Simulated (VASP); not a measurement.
# TaTe (Fm-3m) in VASP: settings compared, part 3 of 3

VASP 6.6.1. The steps go on from the part before.

### 5 Single point, r2SCAN, collinear spin, ferromagnetic start

This run uses another cell than the first one, of 23.15 Å³/atom, 0.959 times its volume.

POSCAR reads:

```
TaTe
1.0
    0.0000000000      2.8500172831      2.8500172831
    2.8500172831      0.0000000000      2.8500172831
    2.8500172831      2.8500172831      0.0000000000
Ta Te
1 1
Direct
    0.5000000000      0.5000000000      0.5000000000
    0.0000000000      0.0000000000      0.0000000000
```

INCAR.step1 reads:

```
SYSTEM = TaTe
ALGO = Normal ; EDIFF = 1E-4
ENCUT = 520 ; GGA = PE
ISMEAR = 0 ; ISPIN = 2
LASPH = .TRUE. ; LCHARG = .FALSE.
LMAXMIX = 4 ; LREAL = .FALSE.
LWAVE = .TRUE. ; MAGMOM = -0.95 0
NBANDS = 20 ; NELM = 150
PREC = Accurate ; SIGMA = 0.05
```

INCAR.step2 reads:

```
SYSTEM = TaTe
ALGO = Normal ; EDIFF = 1E-7
ENCUT = 520 ; ISIF = 2
ISMEAR = 0 ; ISPIN = 2
ISTART = 1 ; LASPH = .TRUE.
LCHARG = .FALSE. ; LMAXMIX = 4
LMIXTAU = .TRUE. ; LORBIT = 11
LREAL = .FALSE. ; LWAVE = .FALSE.
MAGMOM = -0.95 0 ; METAGGA = R2SCAN
NBANDS = 20 ; NELM = 150
PREC = Accurate ; SIGMA = 0.05
```

KPOINTS reads:

```
k-points
0
G
  10 10 10
  0 0 0
```

Potentials or basis: VASP PAW PBE potentials, release 64 (Ta_pv, Te).

The run is started by

```
$ cat potpaw_PBE.64/Ta_pv/POTCAR potpaw_PBE.64/Te/POTCAR > POTCAR
$ cp INCAR.step1 INCAR
$ mpirun -np 1 vasp_std > vasp.out
$ cp INCAR.step2 INCAR
$ mpirun -np 1 vasp_std > vasp.out
```

OUTCAR:

```text
SYSTEM = TaTe
   EDIFF = 1E-7
   ENCUT = 520
   ISIF = 2
   ISMEAR = 0
   ISPIN = 2
   ISTART = 1
   LASPH = .TRUE.
   LORBIT = 11
   LREAL = .FALSE.
   METAGGA = R2SCAN
   NELM = 150
   PREC = Accurate

 ion  position               nearest neighbor table
   1  0.500  0.500  0.500-   2 2.85   2 2.85   2 2.85   2 2.85   2 2.85   2 2.85
   2  0.000  0.000  0.000-   1 2.85   1 2.85   1 2.85   1 2.85   1 2.85   1 2.85

  LATTYP: Found a face centered cubic cell.
 ALAT       =     5.7000345662

  Lattice vectors:

 A1 = (   0.0000000000,   2.8500172831,   2.8500172831)
 A2 = (   2.8500172831,   0.0000000000,   2.8500172831)
 A3 = (   2.8500172831,   2.8500172831,   0.0000000000)

Analysis of symmetry for initial positions (statically):
=====================================================================
 Subroutine PRICEL returns:
 Original cell was already a primitive cell.

 Routine SETGRP: Setting up the symmetry group for a
 face centered cubic supercell.

 Subroutine GETGRP returns: Found 48 space group operations
[... 9 lines left out ...]

 Routine SETGRP: Setting up the symmetry group for a
 face centered cubic supercell.

 Subroutine GETGRP returns: Found 48 space group operations
 (whereof 48 operations were pure point group operations)
 out of a pool of 48 trial point group operations.

The dynamic configuration has the point symmetry O_h .

Analysis of structural, dynamic, and magnetic symmetry:
=====================================================================
 Subroutine PRICEL returns:
 Original cell was already a primitive cell.

 Routine SETGRP: Setting up the symmetry group for a
 face centered cubic supercell.

 Subroutine GETGRP returns: Found 48 space group operations
 (whereof 48 operations were pure point group operations)
 out of a pool of 48 trial point group operations.

The overall configuration has the point symmetry O_h .

 Subroutine INISYM returns: Found 48 space group operations
[... 5 lines left out ...]
                                     Primitive cell

[... 123 lines left out ...]
  energy-cutoff  :      520.00
  volume of cell :       46.30
 maximum number of plane-waves:      1266
 NGX is ok and might be reduce to    30
   NGX = 15   NGY = 15   NGZ = 15

 number of electron      17.0000001 magnetization      -0.2550254

 Free energy of the ion-electron system (eV)
  ---------------------------------------------------
  ext. energy  EPLUGINS =         0.00000000
  ---------------------------------------------------
  free energy    TOTEN  =       -72.35161959 eV

  energy without entropy =      -72.34793453  energy(sigma->0) =      -72.34977706

 E-fermi :   8.3615     XC(G=0): -11.7298

 val. band max:        8.3330665814   @ k =   0.4000   0.3000   0.0000
 cond. band min:       8.3616471361   @ k =  -0.3000   0.4000   0.2000
 fundamental gap:      0.0285805547
 Fermi energy:         8.3614606579

 spin component 1

 k-point     1 :       0.0000    0.0000    0.0000
  band No.  band energies     occupation
      1     -28.3471      1.00000
      2     -28.3471      1.00000
      3     -28.3471      1.00000
      4      -6.6379      1.00000
      5       6.3131      1.00000
      6       6.3131      1.00000
[... 541 lines left out ...]
     19      21.4782      0.00000
     20      22.3464      0.00000

 [... further k-points ...]

 spin component 2

 k-point     1 :       0.0000    0.0000    0.0000
  band No.  band energies     occupation
      1     -28.4944      1.00000
      2     -28.4944      1.00000
      3     -28.4944      1.00000
      4      -6.6493      1.00000
      5       6.3120      1.00000
      6       6.3120      1.00000
[... 541 lines left out ...]
     19      21.4085      0.00000
     20      22.2659      0.00000

 [... further k-points ...]
[... 5 lines left out ...]
  --------------------------------------------------------------------------------------
  -------------------------------------------------------------------------------------
  Total       -0.4586241     -0.4586241     -0.4586241     -0.0000000      0.0000000     -0.0000000
  in kB      -15.8706597    -15.8706597    -15.8706597     -0.0000000      0.0000000     -0.0000000
  external PRESSURE =     -15.8706597 kB  Pullay stress =       0.0000000 kB

 VOLUME and BASIS-vectors are now :
 -----------------------------------------------------------------------------
  energy-cutoff  :      520.00
  volume of cell :       46.30
      direct lattice vectors                 reciprocal lattice vectors
     0.000000000  2.850017283  2.850017283    -0.175437533  0.175437533  0.175437533
     2.850017283  0.000000000  2.850017283     0.175437533 -0.175437533  0.175437533
     2.850017283  2.850017283  0.000000000     0.175437533  0.175437533 -0.175437533

 POSITION                                       TOTAL-FORCE (eV/Angst)
 -----------------------------------------------------------------------------------
      2.85002      2.85002      2.85002        -0.000000     -0.000000     -0.000000
      0.00000      0.00000      0.00000         0.000000      0.000000      0.000000
 -----------------------------------------------------------------------------------
    total drift:                                0.000000     -0.000000      0.000000

  FREE ENERGIE OF THE ION-ELECTRON SYSTEM (eV)
  ---------------------------------------------------
  free  energy   TOTEN  =       -72.3516195870 eV

  energy  without entropy=      -72.3479345258  energy(sigma->0) =      -72.34977706

 total charge

# of ion       s       p       d       tot
------------------------------------------
    1        0.280   6.063   2.436   8.780
    2        1.330   2.093   0.136   3.558
--------------------------------------------------
tot          1.610   8.156   2.572  12.338

 magnetization (x)

# of ion       s       p       d       tot
------------------------------------------
    1       -0.010  -0.002  -0.185  -0.197
    2       -0.001   0.010  -0.006   0.003
--------------------------------------------------
tot         -0.011   0.009  -0.191  -0.193
```

OSZICAR.step1:

```text
N       E                     dE             d eps       ncg     rms          rms(c)
DAV:   1     0.104894586885E+03    0.10489E+03   -0.77190E+03  3768   0.739E+02
DAV:   2    -0.105058558674E+02   -0.11540E+03   -0.11059E+03  4468   0.220E+02
DAV:   3    -0.137752758628E+02   -0.32694E+01   -0.32145E+01  4572   0.331E+01
DAV:   4    -0.138038777186E+02   -0.28602E-01   -0.28587E-01  4480   0.344E+00
DAV:   5    -0.138043831149E+02   -0.50540E-03   -0.50537E-03  4644   0.446E-01    0.112E+01
DAV:   6    -0.133627583862E+02    0.44162E+00   -0.54912E-01  4312   0.577E+00    0.513E+00
DAV:   7    -0.133529393268E+02    0.98191E-02   -0.96743E-02  4452   0.168E+00    0.255E+00
DAV:   8    -0.133507894884E+02    0.21498E-02   -0.88846E-03  4340   0.520E-01    0.115E+00
DAV:   9    -0.133496288195E+02    0.11607E-02   -0.20316E-03  4360   0.242E-01    0.195E-01
DAV:  10    -0.133497800054E+02   -0.15119E-03   -0.37089E-04  4388   0.135E-01    0.122E-01
DAV:  11    -0.133499856210E+02   -0.20562E-03   -0.97521E-05  3784   0.580E-02    0.629E-02
DAV:  12    -0.133500603196E+02   -0.74699E-04   -0.83560E-05  2816   0.626E-02
   1 F= -.13350060E+02 E0= -.13347920E+02  d E =-.427992E-02  mag=    -0.1810
```

It took 7.7 min on 1 thread of Intel Xeon 6975P-C (Granite Rapids), shared host; peak memory 0.27 GiB.

What came out:

* Free energy: -72.3516 eV
* Pressure: -1.6 GPa
* Net moment: -0.26 μB per cell
* Site moments: Ta -0.20; Te +0.00 μB
* Valence electrons inside the program's atomic spheres: Ta 8.78; Te 3.56

Caveat: the PAW data sets were made with another functional, which shifts forces and pressure a little; spin-orbit coupling is left out, which moves the levels of the heavy elements.

### 6 Single point, r2SCAN, collinear spin, ferromagnetic start

This run uses another cell than the first one, of 23.68 Å³/atom, 0.981 times its volume.

POSCAR reads:

```
TaTe
1.0
    0.0000000000      2.8715822264      2.8715822264
    2.8715822264      0.0000000000      2.8715822264
    2.8715822264      2.8715822264      0.0000000000
Ta Te
1 1
Direct
    0.5000000000      0.5000000000      0.5000000000
    0.0000000000      0.0000000000      0.0000000000
```

INCAR.step1 reads:

```
  PREC = Accurate
  ENCUT = 520
  ISMEAR = 0
  SIGMA = 0.05
  LREAL = False
  LASPH = True
  NELM = 150
  ISPIN = 2
  MAGMOM = -1.72 0
  LMAXMIX = 4
  NBANDS = 20
  GGA = PE
  ALGO = Normal
  EDIFF = 1E-4
  LWAVE = True
  LCHARG = False
```

INCAR.step2 reads:

```
  PREC = Accurate
  ENCUT = 520
  EDIFF = 1E-6
  ISMEAR = 0
  SIGMA = 0.05
  LREAL = False
  LASPH = True
  NELM = 150
  ALGO = Normal
  ISIF = 2
  LWAVE = False
  LCHARG = False
  ISPIN = 2
  MAGMOM = -1.72 0
  LORBIT = 11
  LMAXMIX = 4
  METAGGA = R2SCAN
  LMIXTAU = True
  NBANDS = 20
  ISTART = 1
```

KPOINTS reads:

```
Automatic mesh
0
Gamma
  10 10 10
```

Potentials or basis: VASP PAW PBE potentials, release 64 (Ta_pv, Te).

The run is started by

```
$ cat potpaw_PBE.64/Ta_pv/POTCAR potpaw_PBE.64/Te/POTCAR > POTCAR
$ cp INCAR.step1 INCAR
$ mpirun -np 1 vasp_std > vasp.out
$ cp INCAR.step2 INCAR
$ mpirun -np 1 vasp_std > vasp.out
```

Run time: 6 min. Hardware: 1 thread of Intel Xeon 6975P-C (Granite Rapids), shared host; peak memory 0.25 GiB.

The run converged. Its results:

- Free energy: -72.3308 eV
- Pressure: -4.0 GPa
- Net moment: -0.01 μB per cell
- Valence electrons inside the program's atomic spheres: Ta 8.75; Te 3.54

Levels at points of the mesh, in eV from the Fermi level:
Spin up:
```tsv
k point	band 6	band 7	band 8	band 9	band 10	band 11	band 12	band 13
(0.00, 0.00, 0.00)	-2.04	-2.04	-1.44	-1.44	-1.44	-1.04	-1.04	2.34
(0.50, 0.00, 0.00)	-5.06	-5.06	0.42	0.42	0.58	2.18	4.64	4.64
(0.50, 0.50, 0.00)	-3.86	-3.86	-2.94	-0.39	-0.18	1.13	1.13	2.72
```
Spin down:
```csv
k point,band 7,band 8,band 9,band 10,band 11,band 12
"(0.00, 0.00, 0.00)",-2.04,-1.44,-1.44,-1.44,-1.05,-1.05
"(0.50, 0.00, 0.00)",-5.06,0.41,0.41,0.58,2.18,4.64
"(0.50, 0.50, 0.00)",-3.86,-2.94,-0.39,-0.19,1.13,1.13
```

Caveat: the PAW data sets were made with another functional, which shifts forces and pressure a little; spin-orbit coupling is left out, which moves the levels of the heavy elements.

### 7 Summary

| level | spin | cell | k mesh | gap on the mesh (eV) | pressure (GPa) | moment (μB) |
| --- | --- | --- | --- | --- | --- | --- |
| PBE | collinear, ferromagnetic start | a = 4.087 Å, angles 60.0°, 2 atoms | 6 × 6 × 6 | none | -4.4 | 0.37 |
| r2SCAN | off | a = 4.072 Å, angles 60.0°, 2 atoms | 10 × 10 × 10 | none | -4.8 | - |
| r2SCAN | collinear, ferromagnetic start | a = 4.025 Å, angles 60.0°, 2 atoms | 10 × 10 × 10 | none | -1.2 | 0.20 |
| r2SCAN | collinear, ferromagnetic start | a = 4.031 Å, angles 60.0°, 2 atoms | 10 × 10 × 10 | none | -1.6 | 0.26 |
| r2SCAN | collinear, ferromagnetic start | a = 4.061 Å, angles 60.0°, 2 atoms | 10 × 10 × 10 | none | -4.0 | 0.01 |

Alike in all rows: task single point; potentials or basis VASP PAW PBE potentials, release 64 (Ta_pv, Te); cutoff (eV) 520; smearing gaussian 0.05 eV.

Caveats: spin-orbit coupling is left out, which moves the levels of the heavy elements; the PAW data sets were made with another functional, which shifts forces and pressure a little (some runs).

Total energies depend on the potentials used, so only differences within one code and one set of settings carry meaning.
